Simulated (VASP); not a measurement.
# B (Fm-3m) in VASP: single point with PBE

Aim: the single point of B with PBE.

All numbers are computed with VASP 6.6.1; they aren't measurements. Logs are shortened: lines on timing, memory, paths and dates and some standing lists are left out, and cuts for length are marked.

**1. The cell of the first run**

The structure is cubic, space group Fm-3m (No. 225). Conventional cell: a = 2.868 Å, b = 2.868 Å, c = 2.868 Å, α = 90.00°, β = 90.00°, γ = 90.00°. Within 2.7 Å of B (site symmetry m-3m) lie 12 B at 2.03 Å.

**2. Single point, PBE**

Contents of INCAR:

```
ALGO = Normal ; EDIFF = 1E-6
ENCUT = 520 ; GGA = PE
ISIF = 2 ; ISMEAR = -1
LASPH = True ; LCHARG = False
LREAL = False ; LWAVE = False
NBANDS = 8 ; NELM = 100
PREC = Accurate ; SIGMA = 0.13605693000000002
```

Contents of KPOINTS:

```
k-points
0
Gamma
  18 18 18
```

Contents of POSCAR:

```
B
1.0
    0.0000000000      1.4340300681      1.4340300681
    1.4340300681      0.0000000000      1.4340300681
    1.4340300681      1.4340300681      0.0000000000
B
1
Direct
    0.0000000000      0.0000000000      0.0000000000
```

Potentials or basis: VASP PAW PBE potentials, release 64 (B).

Launch:

```
$ cat potpaw_PBE.64/B/POTCAR > POTCAR
$ mpirun -np 1 vasp_std > vasp.out
```

OUTCAR:

```text
EDIFF = 1E-6
   ENCUT = 520
   GGA = PE
   ISIF = 2
   ISMEAR = -1
   LASPH = True
   LREAL = False
   NELM = 100
   PREC = Accurate

 ion  position               nearest neighbor table
   1  0.000  0.000  0.000-

  LATTYP: Found a face centered cubic cell.
 ALAT       =     2.8680601362

  Lattice vectors:

 A1 = (   0.0000000000,   1.4340300681,   1.4340300681)
 A2 = (   1.4340300681,   0.0000000000,   1.4340300681)
 A3 = (   1.4340300681,   1.4340300681,   0.0000000000)

Analysis of symmetry for initial positions (statically):
=====================================================================
 Subroutine PRICEL returns:
 Original cell was already a primitive cell.

 Routine SETGRP: Setting up the symmetry group for a
 face centered cubic supercell.

 Subroutine GETGRP returns: Found 48 space group operations
 (whereof 48 operations were pure point group operations)
 out of a pool of 48 trial point group operations.

The static configuration has the point symmetry O_h .

Analysis of symmetry for dynamics (positions and initial velocities):
=====================================================================
 Subroutine PRICEL returns:
 Original cell was already a primitive cell.

 Routine SETGRP: Setting up the symmetry group for a
 face centered cubic supercell.

 Subroutine GETGRP returns: Found 48 space group operations
 (whereof 48 operations were pure point group operations)
 out of a pool of 48 trial point group operations.

The dynamic configuration has the point symmetry O_h .

 Subroutine INISYM returns: Found 48 space group operations
 (whereof 48 operations are pure point group operations),
 and found     1 'primitive' translations

----------------------------------------------------------------------------------------

                                     Primitive cell

  volume of cell :       5.8980

  direct lattice vectors                    reciprocal lattice vectors
     0.000000000  1.434030068  1.434030068    -0.348667724  0.348667724  0.348667724
     1.434030068  0.000000000  1.434030068     0.348667724 -0.348667724  0.348667724
     1.434030068  1.434030068  0.000000000     0.348667724  0.348667724 -0.348667724

  length of vectors
     2.028024771  2.028024771  2.028024771     0.603910213  0.603910213  0.603910213

  position of ions in fractional coordinates (direct lattice)
     0.000000000  0.000000000  0.000000000

  ion indices of the primitive-cell ions
   primitive index   ion index
                 1           1

----------------------------------------------------------------------------------------

 KPOINTS: k-points

Automatic generation of k-mesh.
 Grid dimensions read from file:
 generate k-points for:   18   18   18

 Generating k-lattice:

  Cartesian coordinates                     Fractional coordinates (reciprocal lattice)
    -0.019370429  0.019370429  0.019370429     0.055555556  0.000000000  0.000000000
     0.019370429 -0.019370429  0.019370429     0.000000000  0.055555556  0.000000000
     0.019370429  0.019370429 -0.019370429     0.000000000  0.000000000  0.055555556

  Length of vectors
     0.033550567  0.033550567  0.033550567

  Shift w.r.t. Gamma in fractional coordinates (k-lattice)
     0.000000000  0.000000000  0.000000000

 Subroutine IBZKPT returns following result:
 ===========================================

 Found    195 irreducible k-points:

 Following reciprocal coordinates:
            Coordinates               Weight
  0.000000  0.000000  0.000000      1.000000
  0.055556  0.000000  0.000000      8.000000
  0.111111  0.000000  0.000000      8.000000
  0.166667  0.000000  0.000000      8.000000
  0.222222  0.000000  0.000000      8.000000
  0.277778  0.000000  0.000000      8.000000
[... 16 lines left out ...]
 -0.277778  0.055556  0.000000     24.000000
 -0.222222  0.055556  0.000000     24.000000
 [... further k-points ...]
   k-points           NKPTS =    195   k-points in BZ     NKDIM =    195   number of bands    NBANDS=      8
   number of dos      NEDOS =    301   number of ions     NIONS =      1
   total plane-waves  NPLWV =   4096
   dimension x,y,z NGX =    16 NGY =   16 NGZ =   16
   dimension x,y,z NGXF=    32 NGYF=   32 NGZF=   32
   ions per type =               1
   NGX,Y,Z   is equivalent  to a cutoff of  13.12, 13.12, 13.12 a.u.
   NGXF,Y,Z  is equivalent  to a cutoff of  26.23, 26.23, 26.23 a.u.
 SYSTEM =  unknown system
   PREC   = accura    normal or accurate (medium, high low for compatibility)
   ISTART =      0    job   : 0-new  1-cont  2-samecut
   ICHARG =      2    charge: 1-file 2-atom 10-const
   ISPIN  =      1    spin polarized calculation?
   LNONCOLLINEAR =      F non collinear calculations
   LSORBIT =      F    spin-orbit coupling
   LASPH  =      T    aspherical Exc in radial PAW
   ENCUT  =  520.0 eV  38.22 Ry    6.18 a.u.   3.77  3.77  3.77*2*pi/ulx,y,z
   NELM   =    100;   NELMIN=  2; NELMDL= -5     # of ELM steps
   EDIFF  = 0.1E-05   stopping-criterion for ELM
   LREAL  =      F    real-space projection
   EDIFFG = 0.1E-04   stopping-criterion for IOM
   NSW    =      0    number of steps for IOM
   IBRION =     -1    ionic relax: 0-MD 1-quasi-New 2-CG
   NFREE  =      0    steps in history (QN), initial steepest desc. (CG)
   ISIF   =      2    stress and relaxation
   ISYM   =      2    0-nonsym 1-usesym 2-fastsym
   POTIM  = 0.5000    time-step for ionic-motion
   TEBEG  =    0.0;   TEEND  =   0.0 temperature during run
   PSTRESS=    0.0 pullay stress
   NELECT =       3.0000    total number of electrons
   NUPDOWN=      -1.0000    fix difference up-down
   EMIN   =  10.00;   EMAX   =-10.00  energy-range for DOS
   EFERMI =   0.00;   METHOD = LEGACY
   ISMEAR =    -1;   SIGMA  =   0.14  broadening in eV -4-tet -1-fermi 0-gaus
   EFERMI_NEDOS =   21; number of points for ismear=-14 and -15
   IALGO  =     38    algorithm
   IMIX   =      4    mixing-type and parameters
     AMIX     =   0.40;   BMIX     =  1.00
     AMIX_MAG =   1.60;   BMIX_MAG =  1.00
  volume/ion in A,a.u.               =       5.90        39.80
  Fermi-wavevector in a.u.,A,eV,Ry     =   1.306814  2.469520 23.235511  1.707762
  Thomas-Fermi vector in A             =   2.437590
   LORBIT       =      0    0 simple, 1 ext, 2 COOP (PROOUT), +10 PAW based schemes
   GGA     = PE    functional components
   LHFCALC =     F    Hartree Fock is set to
   AEXX    =    0.0000 exact exchange contribution
   IVDW    =     0    specifies the selected vdW correction
   LEPSILON=     F    determine dielectric tensor
   LRPA    =     F    only Hartree local field effects (RPA)
 non-spin polarized calculation
  energy-cutoff  :      520.00
  volume of cell :        5.90
 maximum number of plane-waves:       169
   NGX =  7   NGY =  7   NGZ =  7

 number of electron       3.0000000 magnetization

 Free energy of the ion-electron system (eV)
  ---------------------------------------------------
  ext. energy  EPLUGINS =         0.00000000
  ---------------------------------------------------
  free energy    TOTEN  =        -5.35634463 eV

  energy without entropy =       -5.34280380  energy(sigma->0) =       -5.34957421

 E-fermi :  10.5664     XC(G=0): -13.0141

 val. band max:       10.5268952807   @ k =  -0.3889   0.4444   0.1111
 cond. band min:      10.5981203485   @ k =  -0.3333   0.5000   0.1667
 fundamental gap:      0.0712250677
 Fermi energy:        10.5663736967

 k-point     1 :       0.0000    0.0000    0.0000
  band No.  band energies     occupation
      1      -8.6271      2.00000
      2      26.5136      0.00000
      3      26.5136      0.00000
      4      26.5136      0.00000
      5      43.0006      0.00000
      6      43.0006      0.00000
      7      43.0006      0.00000
      8      46.7470      0.00000

 k-point     2 :       0.0556    0.0000    0.0000
  band No.  band energies     occupation
      1      -8.4923      2.00000
      2      25.8487      0.00000
      3      26.3747      0.00000
      4      26.3747      0.00000
      5      41.5718      0.00000
      6      43.3095      0.00000
      7      43.3095      0.00000
      8      49.0969      0.00000

 k-point     3 :       0.1111    0.0000    0.0000
  band No.  band energies     occupation
      1      -8.0880      2.00000
      2      23.9588      0.00000
      3      26.0033      0.00000
      4      26.0033      0.00000
      5      40.2135      0.00000
      6      44.0695      0.00000
      7      44.0695      0.00000
      8      50.8707      0.00000

 k-point     4 :       0.1667    0.0000    0.0000
  band No.  band energies     occupation
      1      -7.4149      2.00000
      2      21.2017      0.00000
      3      25.5012      0.00000
      4      25.5012      0.00000
      5      39.8207      0.00000
      6      44.6503      0.00000
      7      44.6503      0.00000
      8      48.8273      0.00000

 k-point     5 :       0.2222    0.0000    0.0000
  band No.  band energies     occupation
      1      -6.4749      2.00000
      2      18.0259      0.00000
      3      24.9707      0.00000
      4      24.9707      0.00000
      5      40.1656      0.00000
      6      44.1664      0.00000
      7      44.1664      0.00000
      8      46.9237      0.00000

 k-point     6 :       0.2778    0.0000    0.0000
  band No.  band energies     occupation
      1      -5.2730      2.00000
      2      14.7563      0.00000
      3      24.4853      0.00000
      4      24.4853      0.00000
      5      40.9694      0.00000
      6      42.9219      0.00000
      7      42.9219      0.00000
      8      45.3481      0.00000

 k-point     7 :       0.3333    0.0000    0.0000
  band No.  band energies     occupation
      1      -3.8227      2.00000
      2      11.5869      0.00110
      3      24.0880      0.00000
      4      24.0880      0.00000
      5      41.6410      0.00000
      6      41.6410      0.00000
      7      41.9632      0.00000
      8      44.1847      0.00000

 k-point     8 :       0.3889    0.0000    0.0000
  band No.  band energies     occupation
      1      -2.1632      2.00000
      2       8.6522      2.00000
      3      23.7993      0.00000
      4      23.7993      0.00000
      5      40.6268      0.00000
      6      40.6268      0.00000
      7      42.5493      0.00000
      8      43.8269      0.00000

 k-point     9 :       0.4444    0.0000    0.0000
  band No.  band energies     occupation
      1      -0.4457      2.00000
      2       6.1531      2.00000
      3      23.6257      0.00000
      4      23.6257      0.00000
      5      39.9889      0.00000
      6      39.9889      0.00000
      7      42.3193      0.00000
      8      44.4110      0.00000

 k-point    10 :       0.5000    0.0000    0.0000
  band No.  band energies     occupation
      1       0.5485      2.00000
      2       4.8962      2.00000
      3      23.5681      0.00000
      4      23.5681      0.00000
      5      39.7724      0.00000
      6      39.7724      0.00000
      7      42.1798      0.00000
      8      44.7217      0.00000
[... 78 lines left out ...]
 k-point    18 :       0.4444    0.0556    0.0000
  band No.  band energies     occupation
      1      -0.8749      2.00000
      2       6.9992      2.00000
      3      23.0550      0.00000
      4      23.5562      0.00000
      5      37.5520      0.00000
      6      41.0579      0.00000
      7      44.1762      0.00000
      8      45.3321      0.00000

 k-point    19 :       0.5000    0.0556    0.0000
  band No.  band energies     occupation
      1       0.5489      2.00000
      2       5.1390      2.00000
      3      23.1842      0.00000
      4      23.2029      0.00000
      5      37.4412      0.00000
      6      40.4420      0.00000
      7      44.7723      0.00000
      8      45.1267      0.00000

 k-point    20 :      -0.4444    0.0556    0.0000
  band No.  band energies     occupation
      1       0.1831      2.00000
      2       5.5914      2.00000
      3      22.9311      0.00000
      4      23.4892      0.00000
      5      37.7336      0.00000
      6      40.2325      0.00000
      7      44.5897      0.00000
      8      45.3187      0.00000

 k-point    21 :      -0.3889    0.0556    0.0000
  band No.  band energies     occupation
      1      -1.4559      2.00000
      2       7.8379      2.00000
      3      22.8205      0.00000
      4      23.8907      0.00000
      5      38.4068      0.00000
      6      40.4519      0.00000
      7      43.8167      0.00000
      8      45.7781      0.00000

 k-point    22 :      -0.3333    0.0556    0.0000
  band No.  band energies     occupation
      1      -3.1670      2.00000
      2      10.6586      0.67353
      3      22.8700      0.00000
      4      24.3805      0.00000
      5      39.4037      0.00000
      6      41.1006      0.00000
      7      42.7170      0.00000
      8      46.5602      0.00000

 k-point    23 :      -0.2778    0.0556    0.0000
  band No.  band energies     occupation
      1      -4.6953      2.00000
      2      13.7572      0.00000
      3      23.0886      0.00000
      4      24.9266      0.00000
      5      40.4022      0.00000
      6      41.8895      0.00000
      7      42.1411      0.00000
      8      47.5696      0.00000

 k-point    24 :      -0.2222    0.0556    0.0000
  band No.  band energies     occupation
      1      -5.9828      2.00000
      2      16.9971      0.00000
      3      23.4732      0.00000
      4      25.4872      0.00000
      5      40.0805      0.00000
      6      42.8151      0.00000
      7      43.4250      0.00000
      8      48.5422      0.00000

 [... further k-points ...]
[... 5 lines left out ...]
  --------------------------------------------------------------------------------------
  -------------------------------------------------------------------------------------
  Total       -0.0155748     -0.0155748     -0.0155748      0.0000000      0.0000000     -0.0000000
  in kB       -4.2308500     -4.2308500     -4.2308500      0.0000000      0.0000000     -0.0000000
  external PRESSURE =      -4.2308500 kB  Pullay stress =       0.0000000 kB

 VOLUME and BASIS-vectors are now :
 -----------------------------------------------------------------------------
  energy-cutoff  :      520.00
  volume of cell :        5.90
      direct lattice vectors                 reciprocal lattice vectors
     0.000000000  1.434030068  1.434030068    -0.348667724  0.348667724  0.348667724
     1.434030068  0.000000000  1.434030068     0.348667724 -0.348667724  0.348667724
     1.434030068  1.434030068  0.000000000     0.348667724  0.348667724 -0.348667724

 POSITION                                       TOTAL-FORCE (eV/Angst)
 -----------------------------------------------------------------------------------
      0.00000      0.00000      0.00000         0.000000      0.000000      0.000000
 -----------------------------------------------------------------------------------
    total drift:                               -0.000000     -0.000000     -0.000000

  FREE ENERGIE OF THE ION-ELECTRON SYSTEM (eV)
  ---------------------------------------------------
  free  energy   TOTEN  =        -5.3563446293 eV

  energy  without entropy=       -5.3428037967  energy(sigma->0) =       -5.34957421
```

Wall time 3.5 s (1 thread of AMD EPYC 9R45 (Zen 5), shared host); peak memory 0.08 GiB.

What came out:

```yaml
Free_energy: -5.3563 eV
Pressure: -0.4 GPa
```

Levels at points of the mesh, in eV from the Fermi level:
| k point | band 1 | band 2 | band 3 | band 4 | band 5 | band 6 |
| --- | --- | --- | --- | --- | --- | --- |
| (0.00, 0.00, 0.00) | -19.19 | 15.95 | 15.95 | 15.95 | 32.43 | 32.43 |
| (0.50, 0.00, 0.00) | -10.02 | -5.67 | 13.00 | 13.00 | 29.21 | 29.21 |
| (0.50, 0.50, 0.00) | -7.22 | -0.29 | 6.07 | 6.07 | 15.98 | 20.24 |
